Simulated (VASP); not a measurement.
A run of VASP 6.6.1:

INCAR

```
SYSTEM = Be
ALGO = Normal
EDIFF = 1E-8
ENCUT = 520
GGA = PS
IBRION = 8
ISIF = 2
ISMEAR = -1
LASPH = .True.
LCHARG = .False.
LREAL = .False.
LWAVE = .False.
NELM = 100
NSW = 1
PREC = Accurate
SIGMA = 0.15
```

The input KPOINTS:

```
k-points
0
Gamma
  21 21 12
  0 0 0
```

POSCAR

```
Be
1.0
    2.2716968526      0.0000000000      0.0000000000
   -1.1358484263      1.9673471841      0.0000000000
    0.0000000000      0.0000000000      3.5776919378
Be
2
Direct
    0.3333333333      0.6666666667      0.2500000000
    0.6666666667      0.3333333333      0.7500000000
```

Potentials or basis: VASP PAW PBE potentials, release 64 (Be).

Command:

```console
$ cat potpaw_PBE.64/Be/POTCAR > POTCAR
$ mpirun -np 1 vasp_std > vasp.out
```

Hardware: 1 thread of Oxide Virtual Turin-like Processor (shared host).

Question: Estimate the wall time of this run.

Answer: Run time: 2.2 min on 1 thread of Oxide Virtual Turin-like Processor, on a shared host, peak memory 0.36 GiB. Counts: scf iterations 30, k points 336.
